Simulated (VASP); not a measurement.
Input of a VASP 6.6.1 run:

The input INCAR:

```
PREC = Accurate
ENCUT = 520
EDIFF = 1E-6
ISMEAR = 0
SIGMA = 0.1
LREAL = F
LASPH = T
NELM = 100
ALGO = Normal
ISIF = 2
LWAVE = F
LCHARG = F
LDIPOL = T
IDIPOL = 3
DIPOL = 0.5 0.5 0.500
GGA = PE
NBANDS = 48
```

Contents of KPOINTS:

```
Automatic mesh
0
Gamma
  11 11 1
```

POSCAR

```
HfN
1.0
    3.2157753968      0.0000000000      0.0000000000
    0.0000000000      3.2157753968      0.0000000000
    0.0000000000      0.0000000000     24.0955863593
Hf N
5 5
Direct
    0.5000000000      0.5000000000      0.3162121175
    0.0000000000      0.0000000000      0.4051984008
    0.5000000000      0.5000000000      0.5000000016
    0.0000000000      0.0000000000      0.5948016041
    0.5000000000      0.5000000000      0.6837878759
    0.0000000000      0.0000000000      0.3075155685
    0.5000000000      0.5000000000      0.4064492063
    0.0000000000      0.0000000000      0.5000000036
    0.5000000000      0.5000000000      0.5935507917
    0.0000000000      0.0000000000      0.6924844300
```

Potentials or basis: VASP PAW PBE potentials, release 64 (Hf_pv, N).

Launch:

```console
$ cat potpaw_PBE.64/Hf_pv/POTCAR potpaw_PBE.64/N/POTCAR > POTCAR
$ mpirun -np 1 vasp_std > vasp.out
```

(1) What does it give for the band gap on the k mesh?

(2) What does it give for the largest force?

Answers

(1) zero (an odd number of electrons rules out a gap without spin polarisation).

(2) 0.080 eV/Å.

Caveat: spin-orbit coupling is left out, which moves the levels of the heavy elements.
